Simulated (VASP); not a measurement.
Runs of VASP 6.6.1 on Te. The structure is that of space group C2/m (No. 12), or close to it. The cells are those of the table. 

| level | potentials or basis | cell | gap on the mesh (eV) | pressure (GPa) | largest force (eV/Å) |
| --- | --- | --- | --- | --- | --- |
| LDA | VASP PAW LDA potentials, release 64 (Te) | a = 4.293, b = 4.293, c = 5.855 Å, angles 90.8, 90.8, 58.7°, 3 atoms | none | 0.6 | 0.26 |
| r2SCAN | VASP PAW PBE potentials, release 64 (Te) | a = 4.324, b = 4.324, c = 5.896 Å, angles 90.8, 90.8, 58.7°, 3 atoms | none | 2.4 | 0.14 |
| r2SCAN | VASP PAW PBE potentials, release 64 (Te) | a = 4.412, b = 4.412, c = 6.016 Å, angles 90.8, 90.8, 58.7°, 3 atoms | - | -0.9 | 0.05 |
| LDA | VASP PAW LDA potentials, release 64 (Te) | a = 4.412, b = 4.412, c = 6.016 Å, angles 90.8, 90.8, 58.7°, 3 atoms | 0.05 | -3.6 | 0.03 |
| LDA | VASP PAW LDA potentials, release 64 (Te) | a = 4.383, b = 4.383, c = 5.977 Å, angles 90.8, 90.8, 58.7°, 3 atoms | (b) | -2.8 | (a) |

Alike in all rows: task single point; no spin polarisation; k mesh 7 × 7 × 5; cutoff (eV) 520; smearing fermi-dirac 0.05 eV.

**Question.** Fill in the values left out.

**Answer.** (a) 0.08; (b) 0.03.

Caveats: spin-orbit coupling is left out, which moves the levels of the heavy elements; the PAW data sets were made with another functional, which shifts forces and pressure a little (some runs).

A k mesh can miss the band edges, and the runs leave out spin-orbit coupling on Te.

A gap of «none» marks levels without a gap at the run's occupations.
